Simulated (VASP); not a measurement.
# ScAl2N3 (R-3m) in VASP: further runs

ScAl2N3 is run at these levels: PBE; tasks: single point.

Program: VASP 6.6.1. These are calculated values, not measurements. Logs are shortened: lines on timing, memory, paths and dates and some standing lists are left out, and cuts for length are marked.

### Step 1. The cell of the first run

The structure is trigonal, space group R-3m (No. 166). Conventional cell: a = 5.599 Å, b = 5.599 Å, c = 9.561 Å, α = 90.00°, β = 90.00°, γ = 120.00°. Within 3.0 Å of Sc (site symmetry -3m) lie 6 N at 2.27 Å and 2 Al at 2.48 Å. Within 2.4 Å of Al (site symmetry 3m) lie 3 N at 1.84 Å. N (site symmetry 2/m) has 2 Al at 1.84 Å and 2 Sc at 2.27 Å within 2.4 Å.

### Step 2. Single point, PBE

Contents of INCAR:

```
SYSTEM = ScAl2N3
  PREC = Accurate
  ENCUT = 600
  EDIFF = 1E-6
  ISMEAR = 0
  SIGMA = 0.15
  LREAL = .False.
  LASPH = .True.
  NELM = 120
  ALGO = Normal
  ISIF = 2
  LWAVE = .False.
  LCHARG = .False.
  GGA = PE
  NBANDS = 25
  GGA_COMPAT = .False.
```

Contents of KPOINTS:

```
regular mesh
0
Gamma
  3 3 3
  0 0 0
```

Contents of POSCAR:

```
ScAl2N3
1.0
    2.7993704697      1.6162172958      3.1871320934
   -2.7993704697      1.6162172958      3.1871320934
    0.0000000000     -3.2324345869      3.1871320958
Sc Al N
1 2 3
Direct
    0.0000000000      0.0000000000      0.0000000000
    0.7402797329      0.7402797329      0.7402797329
    0.2597202671      0.2597202671      0.2597202671
    0.0000000000      0.0000000000      0.5000000000
    0.5000000000      0.0000000000      0.0000000000
    0.0000000000      0.5000000000      0.0000000000
```

Potentials or basis: VASP PAW PBE potentials, release 64 (Sc_sv, Al, N).

Command:

```sh
> cat potpaw_PBE.64/Sc_sv/POTCAR potpaw_PBE.64/Al/POTCAR potpaw_PBE.64/N/POTCAR > POTCAR
> mpirun -np 1 vasp_std > vasp.out
```

OUTCAR:

```text
SYSTEM = ScAl2N3
   PREC = Accurate
   ENCUT = 600
   EDIFF = 1E-6
   ISMEAR = 0
   LREAL = .False.
   LASPH = .True.
   NELM = 120
   ISIF = 2
   GGA = PE

 ion  position               nearest neighbor table
   1  0.000  0.000  0.000-   5 2.27   6 2.27   6 2.27   5 2.27   4 2.27   4 2.27   2 2.48   3 2.48
                             3 3.31   2 3.31   3 3.31   2 3.31   3 3.31   2 3.31
   2  0.740  0.740  0.740-   4 1.84   5 1.84   6 1.84   1 2.48   1 3.31   1 3.31   1 3.31
   3  0.260  0.260  0.260-   4 1.84   5 1.84   6 1.84   1 2.48   1 3.31   1 3.31   1 3.31
   4  0.000  0.000  0.500-   2 1.84   3 1.84   1 2.27   1 2.27
   5  0.500  0.000  0.000-   2 1.84   3 1.84   1 2.27   1 2.27
   6  0.000  0.500  0.000-   2 1.84   3 1.84   1 2.27   1 2.27

  LATTYP: Found a trigonal (rhomboedric) cell.
 ALAT       =     4.5394321621
 COS(alpha) =     0.2394151177

  Lattice vectors:

 A1 = (   2.7993704697,   1.6162172958,   3.1871320934)
 A2 = (  -2.7993704697,   1.6162172958,   3.1871320934)
 A3 = (   0.0000000000,  -3.2324345869,   3.1871320958)

Analysis of symmetry for initial positions (statically):
=====================================================================
 Subroutine PRICEL returns:
 Original cell was already a primitive cell.

 Routine SETGRP: Setting up the symmetry group for a
 trigonal (rhombohedral) supercell.

 Subroutine GETGRP returns: Found 12 space group operations
 (whereof 12 operations were pure point group operations)
 out of a pool of 12 trial point group operations.

The static configuration has the point symmetry D_3d.

Analysis of symmetry for dynamics (positions and initial velocities):
=====================================================================
 Subroutine PRICEL returns:
 Original cell was already a primitive cell.

 Routine SETGRP: Setting up the symmetry group for a
 trigonal (rhombohedral) supercell.

 Subroutine GETGRP returns: Found 12 space group operations
 (whereof 12 operations were pure point group operations)
 out of a pool of 12 trial point group operations.

The dynamic configuration has the point symmetry D_3d.

 Subroutine INISYM returns: Found 12 space group operations
 (whereof 12 operations are pure point group operations),
 and found     1 'primitive' translations

----------------------------------------------------------------------------------------

                                     Primitive cell

  volume of cell :      86.5190

  direct lattice vectors                    reciprocal lattice vectors
     2.799370470  1.616217296  3.187132093     0.178611586  0.103121447  0.104587235
    -2.799370470  1.616217296  3.187132093    -0.178611586  0.103121447  0.104587235
     0.000000000 -3.232434587  3.187132096     0.000000000 -0.206242895  0.104587235

  length of vectors
     4.539432162  4.539432162  4.539432162     0.231245803  0.231245803  0.231245803

  position of ions in fractional coordinates (direct lattice)
     0.000000000  0.000000000  0.000000000
     0.740279733  0.740279733  0.740279733
     0.259720267  0.259720267  0.259720267
     0.000000000  0.000000000  0.500000000
     0.500000000  0.000000000  0.000000000
     0.000000000  0.500000000  0.000000000

  ion indices of the primitive-cell ions
   primitive index   ion index
                 1           1
                 2           2
                 3           3
                 4           4
                 5           5
                 6           6

----------------------------------------------------------------------------------------

 KPOINTS: regular mesh

Automatic generation of k-mesh.
 Grid dimensions read from file:
 generate k-points for:    3    3    3

 Generating k-lattice:

  Cartesian coordinates                     Fractional coordinates (reciprocal lattice)
     0.059537195  0.034373816  0.034862412     0.333333333  0.000000000  0.000000000
    -0.059537195  0.034373816  0.034862412     0.000000000  0.333333333  0.000000000
     0.000000000 -0.068747632  0.034862412     0.000000000  0.000000000  0.333333333

  Length of vectors
     0.077081934  0.077081934  0.077081934

  Shift w.r.t. Gamma in fractional coordinates (k-lattice)
     0.000000000  0.000000000  0.000000000

 Subroutine IBZKPT returns following result:
 ===========================================

 Found      6 irreducible k-points:

 Following reciprocal coordinates:
            Coordinates               Weight
  0.000000  0.000000  0.000000      1.000000
  0.333333  0.000000  0.000000      6.000000
  0.333333  0.333333  0.000000      6.000000
 -0.333333  0.333333  0.000000      6.000000
  0.333333  0.333333  0.333333      2.000000
 -0.333333  0.333333  0.333333      6.000000
   k-points           NKPTS =      6   k-points in BZ     NKDIM =      6   number of bands    NBANDS=     25
   number of dos      NEDOS =    301   number of ions     NIONS =      6
   total plane-waves  NPLWV =  46656
   dimension x,y,z NGX =    36 NGY =   36 NGZ =   36
   dimension x,y,z NGXF=    72 NGYF=   72 NGZF=   72
   ions per type =               1   2   3
   NGX,Y,Z   is equivalent  to a cutoff of  13.18, 13.18, 13.18 a.u.
   NGXF,Y,Z  is equivalent  to a cutoff of  26.37, 26.37, 26.37 a.u.
 SYSTEM =  ScAl2N3
   PREC   = accura    normal or accurate (medium, high low for compatibility)
   ISTART =      0    job   : 0-new  1-cont  2-samecut
   ICHARG =      2    charge: 1-file 2-atom 10-const
   ISPIN  =      1    spin polarized calculation?
   LNONCOLLINEAR =      F non collinear calculations
   LSORBIT =      F    spin-orbit coupling
   LASPH  =      T    aspherical Exc in radial PAW
   ENCUT  =  600.0 eV  44.10 Ry    6.64 a.u.   9.07  9.07  9.07*2*pi/ulx,y,z
   NELM   =    120;   NELMIN=  2; NELMDL= -5     # of ELM steps
   EDIFF  = 0.1E-05   stopping-criterion for ELM
   LREAL  =      F    real-space projection
   EDIFFG = 0.1E-04   stopping-criterion for IOM
   NSW    =      0    number of steps for IOM
   IBRION =     -1    ionic relax: 0-MD 1-quasi-New 2-CG
   NFREE  =      0    steps in history (QN), initial steepest desc. (CG)
   ISIF   =      2    stress and relaxation
   ISYM   =      2    0-nonsym 1-usesym 2-fastsym
   POTIM  = 0.5000    time-step for ionic-motion
   TEBEG  =    0.0;   TEEND  =   0.0 temperature during run
   PSTRESS=    0.0 pullay stress
   NELECT =      32.0000    total number of electrons
   NUPDOWN=      -1.0000    fix difference up-down
   EMIN   =  10.00;   EMAX   =-10.00  energy-range for DOS
   EFERMI =   0.00;   METHOD = LEGACY
   ISMEAR =     0;   SIGMA  =   0.15  broadening in eV -4-tet -1-fermi 0-gaus
   EFERMI_NEDOS =   21; number of points for ismear=-14 and -15
   IALGO  =     38    algorithm
   IMIX   =      4    mixing-type and parameters
     AMIX     =   0.40;   BMIX     =  1.00
     AMIX_MAG =   1.60;   BMIX_MAG =  1.00
  volume/ion in A,a.u.               =      14.42        97.31
  Fermi-wavevector in a.u.,A,eV,Ry     =   1.175135  2.220683 18.788853  1.380942
  Thomas-Fermi vector in A             =   2.311520
   LORBIT       =      0    0 simple, 1 ext, 2 COOP (PROOUT), +10 PAW based schemes
   GGA     = PE    functional components
   LHFCALC =     F    Hartree Fock is set to
   AEXX    =    0.0000 exact exchange contribution
   IVDW    =     0    specifies the selected vdW correction
   LEPSILON=     F    determine dielectric tensor
   LRPA    =     F    only Hartree local field effects (RPA)
 non-spin polarized calculation
 Gauss-broadening in eV      SIGMA  =   0.15
  energy-cutoff  :      600.00
  volume of cell :       86.52
 maximum number of plane-waves:      2894
   NGX = 19   NGY = 19   NGZ = 19

 number of electron      31.9999996 magnetization

 Free energy of the ion-electron system (eV)
  ---------------------------------------------------
  ext. energy  EPLUGINS =         0.00000000
  ---------------------------------------------------
  free energy    TOTEN  =       -41.05810163 eV

  energy without entropy =      -41.02759143  energy(sigma->0) =      -41.04284653

 E-fermi :   4.3034     XC(G=0):  -9.7671

 val. band max:        4.1651394073   @ k =   0.3333   0.0000   0.0000
 cond. band min:       4.3128795795   @ k =  -0.3333   0.3333   0.3333
 fundamental gap:      0.1477401722
 Fermi energy:         4.3033525305

 k-point     1 :       0.0000    0.0000    0.0000
  band No.  band energies     occupation
      1     -44.5453      2.00000
      2     -23.3283      2.00000
      3     -23.1853      2.00000
      4     -23.1853      2.00000
      5     -10.7831      2.00000
      6      -8.8983      2.00000
[... 17 lines left out ...]
     24       8.8247      0.00000
     25       8.8247      0.00000

 k-point     2 :       0.3333    0.0000    0.0000
  band No.  band energies     occupation
      1     -44.5450      2.00000
      2     -23.3399      2.00000
      3     -23.1952      2.00000
      4     -23.1847      2.00000
      5     -10.3928      2.00000
      6      -9.1646      2.00000
[... 17 lines left out ...]
     24       9.5512      0.00000
     25      10.1094      0.00000

 k-point     3 :       0.3333    0.3333    0.0000
  band No.  band energies     occupation
      1     -44.5447      2.00000
      2     -23.3506      2.00000
      3     -23.2000      2.00000
      4     -23.1890      2.00000
      5     -10.1456      2.00000
      6      -9.2107      2.00000
[... 17 lines left out ...]
     24      10.3653      0.00000
     25      10.6372      0.00000

 k-point     4 :      -0.3333    0.3333    0.0000
  band No.  band energies     occupation
      1     -44.5447      2.00000
      2     -23.3505      2.00000
      3     -23.2006      2.00000
      4     -23.1889      2.00000
      5      -9.8979      2.00000
      6      -9.4956      2.00000
[... 17 lines left out ...]
     24      10.5246      0.00000
     25      10.8872      0.00000

 k-point     5 :       0.3333    0.3333    0.3333
  band No.  band energies     occupation
      1     -44.5444      2.00000
      2     -23.3608      2.00000
      3     -23.1990      2.00000
      4     -23.1990      2.00000
      5     -10.1741      2.00000
      6      -8.7216      2.00000
[... 17 lines left out ...]
     24      10.4016      0.00000
     25      10.4016      0.00000

 k-point     6 :      -0.3333    0.3333    0.3333
  band No.  band energies     occupation
      1     -44.5444      2.00000
      2     -23.3605      2.00000
      3     -23.1998      2.00000
      4     -23.1992      2.00000
      5      -9.8274      2.00000
      6      -9.2416      2.00000
[... 17 lines left out ...]
     24      10.5079      0.00000
     25      10.7705      0.00000

------------------------ aborting loop because EDIFF is reached ----------------------------------------

  FORCE on cell =-STRESS in cart. coord.  units (eV):
  Direction    XX          YY          ZZ          XY          YZ          ZX
  --------------------------------------------------------------------------------------
  -------------------------------------------------------------------------------------
  Total        0.1732448      0.1732448     -0.0233759      0.0000000     -0.0000000      0.0000000
  in kB        3.2081849      3.2081849     -0.4328792      0.0000000     -0.0000000      0.0000000
  external PRESSURE =       1.9944969 kB  Pullay stress =       0.0000000 kB

 VOLUME and BASIS-vectors are now :
 -----------------------------------------------------------------------------
  energy-cutoff  :      600.00
  volume of cell :       86.52
      direct lattice vectors                 reciprocal lattice vectors
     2.799370470  1.616217296  3.187132093     0.178611586  0.103121447  0.104587235
    -2.799370470  1.616217296  3.187132093    -0.178611586  0.103121447  0.104587235
     0.000000000 -3.232434587  3.187132096     0.000000000 -0.206242895  0.104587235

 POSITION                                       TOTAL-FORCE (eV/Angst)
 -----------------------------------------------------------------------------------
      0.00000      0.00000      0.00000         0.000000     -0.000000      0.000000
      0.00000      0.00000      7.07811         0.000000      0.000000      0.074848
      0.00000      0.00000      2.48329         0.000000     -0.000000     -0.074848
      0.00000     -1.61622      1.59357        -0.000000      0.000000      0.000000
      1.39969      0.80811      1.59357         0.000000      0.000000      0.000000
     -1.39969      0.80811      1.59357         0.000000     -0.000000      0.000000
 -----------------------------------------------------------------------------------
    total drift:                               -0.000000      0.000000     -0.000000

  FREE ENERGIE OF THE ION-ELECTRON SYSTEM (eV)
  ---------------------------------------------------
  free  energy   TOTEN  =       -41.0581016318 eV

  energy  without entropy=      -41.0275914325  energy(sigma->0) =      -41.04284653
```

Run time: 10 s. Hardware: 1 thread of AMD EPYC 9R45 (Zen 5), shared host; peak memory 0.18 GiB.

Results:

* Free energy: -41.0581 eV
* Pressure: 0.2 GPa
* Largest force: 0.075 eV/Å
* Band gap on the k mesh: zero (band 16 reaches 4.87 eV, above the bottom of band 17 at 4.17 eV)

Forces in eV/Å, atoms in the order of the input:
```
Sc   0.000  0.000  0.000
Al   0.000  0.000  0.075
Al   0.000  0.000 -0.075
N    0.000  0.000  0.000
N    0.000  0.000  0.000
N    0.000  0.000  0.000
```

Stress tensor (GPa, compression positive):
```
 0.32  0.00  0.00
 0.00  0.32  0.00
 0.00  0.00 -0.04
```

Caveat: the k points lie up to 0.48 Å⁻¹ apart.

### Step 3. Single point, PBE

Contents of INCAR:

```
PREC     = Accurate       # precision mode
ENCUT    = 600            # plane-wave cutoff, eV
EDIFF    = 1E-6           # SCF threshold, eV
ISMEAR   = 0              # smearing method
SIGMA    = 0.15           # smearing width, eV
LREAL    = False          # projectors in reciprocal space
LASPH    = True           # aspherical terms in the spheres
NELM     = 120            # most SCF steps
ALGO     = Normal         # electronic algorithm
ISIF     = 2              # what is computed and relaxed
LWAVE    = False          # write WAVECAR
LCHARG   = False          # write CHGCAR
GGA      = PE             # functional
NBANDS   = 25             # bands
GGA_COMPAT= False
```

Contents of KPOINTS:

```
Automatic mesh
0
Gamma
  3 3 3
```

Contents of POSCAR:

```
ScAl2N3
1.0
    2.8017734769      1.6176046711      3.1850719563
   -2.8017734769      1.6176046711      3.1850719563
    0.0000000000     -3.2352093422      3.1850719563
Sc Al N
1 2 3
Direct
    0.5000000000      0.5000000000      0.5000000000
    0.7593188844      0.7593188844      0.7593188844
    0.2406811156      0.2406811156      0.2406811156
    0.5000000000      0.5000000000      0.0000000000
    0.0000000000      0.5000000000      0.5000000000
    0.5000000000      0.0000000000      0.5000000000
```

Potentials or basis: VASP PAW PBE potentials, release 64 (Sc_sv, Al, N).

Command:

```sh
> cat potpaw_PBE.64/Sc_sv/POTCAR potpaw_PBE.64/Al/POTCAR potpaw_PBE.64/N/POTCAR > POTCAR
> mpirun -np 1 vasp_std > vasp.out
```

Wall time 10 s (1 thread of AMD EPYC 9R45 (Zen 5), shared host); peak memory 0.18 GiB.

It converged, with:

```
Free energy            : -41.0586 eV
Pressure               : 0.3 GPa
Band gap on the k mesh : zero (band 16 reaches 4.85 eV, above the bottom of band 17 at 4.14 eV)
```

Stress tensor (GPa, compression positive):
```
0.13 0.00 0.00
0.00 0.13 0.00
0.00 0.00 0.59
```

Levels at points of the mesh, in eV from the Fermi level:
| k point | band 12 | band 13 | band 14 | band 15 | band 16 | band 17 | band 18 | band 19 | band 20 | band 21 |
| --- | --- | --- | --- | --- | --- | --- | --- | --- | --- | --- |
| (0.00, 0.00, 0.00) | -2.85 | -2.12 | -1.96 | -0.27 | -0.27 | 0.34 | 1.66 | 1.66 | 2.22 | 3.29 |

Caveat: the k points lie up to 0.48 Å⁻¹ apart.
